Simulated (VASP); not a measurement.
Write the native input for VASP 6.6.1 that does the following.

* Task: single point
* Functional: PBE
* Potentials or basis: VASP PAW PBE potentials, release 64 (Si, Ge_d, C)
* Cutoff: 600 eV
* k mesh: 6 × 6 × 6
* Occupations: gaussian, width 0.02 eV
* Spin: no spin polarisation
* Dipole correction: no
* Further INCAR settings: ALGO = Normal; EDIFF = 1e-06; NBANDS = 41

The structure of Si5GeC6 lies in POSCAR:

```
Si5GeC6
1.0
    2.2086953235     -6.6235250250      0.0000000000
    2.2086953235      6.6235250250      0.0000000000
    0.0000000000      0.0000000000      4.4171669796
Si Ge C
5 1 6
Direct
    0.3318445749      0.6681554251      0.0000000000
    0.6681554251      0.3318445749      0.0000000000
    0.8324270144      0.1675729856      0.5000000000
    0.0000000000      0.0000000000      0.0000000000
    0.1675729856      0.8324270144      0.5000000000
    0.5000000000      0.5000000000      0.5000000000
    0.8443642759      0.6717841241      0.7584655530
    0.0000000000      0.5000000000      0.2525223800
    0.1556357241      0.3282158759      0.7584655530
    0.3282158759      0.1556357241      0.2415344470
    0.5000000000      0.0000000000      0.7474776200
    0.6717841241      0.8443642759      0.2415344470
```

One way to write it, as run:

INCAR

```
PREC = Accurate
ENCUT = 600
EDIFF = 1E-6
ISMEAR = 0
SIGMA = 0.02
LREAL = F
LASPH = T
NELM = 120
ALGO = Normal
ISIF = 2
LWAVE = F
LCHARG = F
GGA = PE
NBANDS = 41
GGA_COMPAT = F
```

KPOINTS

```
Automatic mesh
0
Gamma
  6 6 6
```

Potentials or basis: VASP PAW PBE potentials, release 64 (Si, Ge_d, C).

The run is started by

```sh
$ cat potpaw_PBE.64/Si/POTCAR potpaw_PBE.64/Ge_d/POTCAR potpaw_PBE.64/C/POTCAR > POTCAR
$ mpirun -np 1 vasp_std > vasp.out
```

It gave:

```yaml
Pressure: -0.2 GPa
Largest_force: 0.010 eV/Å
Band_gap_on_the_k_mesh: 1.47 eV (least direct gap 1.49 eV)
```

Wall time 8 min on 1 thread of Oxide Virtual Turin-like Processor, with other jobs on the host, peak memory 0.46 GiB.
